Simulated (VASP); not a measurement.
# MnS: single point with PBEsol

Crystal: MnS.

```
Mn S
1.0
     3.09904    0.00000    0.00000
     0.00000    3.09904    0.00000
     0.00000    0.00000    3.09904
Mn S
1 1
Direct
  0.50000 0.50000 0.50000
  0.00000 0.00000 0.00000
```

```
Program                : VASP 6.6.1
Task                   : single point
Functional             : PBEsol
Potentials or basis    : VASP PAW PBE potentials, release 64 (Mn_pv, S)
Cutoff                 : 520 eV
k mesh                 : 7 × 7 × 7
Occupations            : methfessel-paxton, width 0.05 eV
Spin                   : collinear spin, ferromagnetic start
Starting moments       : [5.2, 0.0] μB
Dipole correction      : no
Further INCAR settings : ALGO = Normal; EDIFF = 1e-07; NBANDS = 20
```

- Pressure: -13.6 GPa
- Net moment: 3.27 μB per cell
- Site moments: Mn +3.29; S -0.12 μB
- Valence electrons inside the program's atomic spheres: Mn 11.43; S 3.60

Levels at points of the mesh, in eV from the Fermi level:
Spin up:
```csv
k point,band 9,band 10,band 11,band 12,band 13,band 14
"(0.00, 0.00, 0.00)",-1.90,-1.78,-1.78,-1.78,1.92,6.94
```
Spin down:
```csv
k point,band 5,band 6,band 7,band 8,band 9,band 10,band 11,band 12
"(0.00, 0.00, 0.00)",-1.82,-1.82,-1.82,-1.16,-1.16,1.36,1.36,1.36
```

Run time: 15 s on 1 thread of Intel Xeon 6975P-C, on a shared host, peak memory 0.15 GiB.

Caveat: the PAW data sets were made with another functional, which shifts forces and pressure a little; a cell with one magnetic atom can't hold antiferromagnetic order, which such compounds often take; semilocal functionals often make such compounds metallic where correlation or magnetic order opens a gap, which also shifts bond lengths. With open d or f shells a metallic result of PBEsol can be an artefact of self-interaction; +U or a hybrid may open a gap.
